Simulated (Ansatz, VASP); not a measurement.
# Two plane-wave programs on Al30Si

```
Al Si
1.0
     8.10000    0.00000    0.00000
     0.00000    8.10000    0.00000
     0.00000    0.00000    8.10000
Al Si
30 1
Direct
  0.49972 0.00205 0.00219
  0.74748 0.25000 0.00252
  0.74781 0.00205 0.25028
  0.00062 0.99885 0.99953
  0.25257 0.25000 0.00108
  0.49972 0.49795 0.00219
  0.74998 0.75000 0.00002
  0.25284 0.00611 0.25188
  0.74781 0.49795 0.25028
  0.49812 0.00611 0.49716
  0.74892 0.25000 0.49743
  0.75047 0.99885 0.74938
  0.00062 0.50115 0.99953
  0.24936 0.75000 0.99920
  0.00105 0.25000 0.25228
  0.25284 0.49389 0.25188
  0.50041 0.75000 0.24959
  0.00161 0.00099 0.50081
  0.49812 0.49389 0.49716
  0.75080 0.75000 0.50064
  0.24919 0.00099 0.74839
  0.49772 0.25000 0.74895
  0.75047 0.50115 0.74938
  0.99988 0.75000 0.24993
  0.00161 0.49901 0.50081
  0.24910 0.75000 0.50090
  0.00210 0.25000 0.74790
  0.24919 0.49901 0.74839
  0.50007 0.75000 0.75012
  0.00080 0.75000 0.74920
  0.24897 0.25000 0.50103
```

Alike in both runs: functional PBEsol; k mesh 3 × 3 × 3; occupations gaussian, width 0.1 eV; no spin polarisation.

Ansatz relaxed the structure, and its values are those at the end. VASP's run is a single point on that final structure, the one shown.

|  | VASP | Ansatz |
| --- | --- | --- |
| version | VASP 6.6.1 | Ansatz 0.2.0 |
| potentials or method | VASP PAW PBE potentials, release 64 (Al, Si), cutoff 520 eV | scalar-relativistic, plane waves, PAW |
| valence electrons in the cell | 94 | 94 |

|  | VASP | Ansatz | Ansatz less VASP |
| --- | --- | --- | --- |
| rms of the force components (eV/Å) | 0.013 | 0.015 | +0.0022 |

VASP's potentials were made for PBE, not for PBEsol, and Ansatz warns of the same on its side.
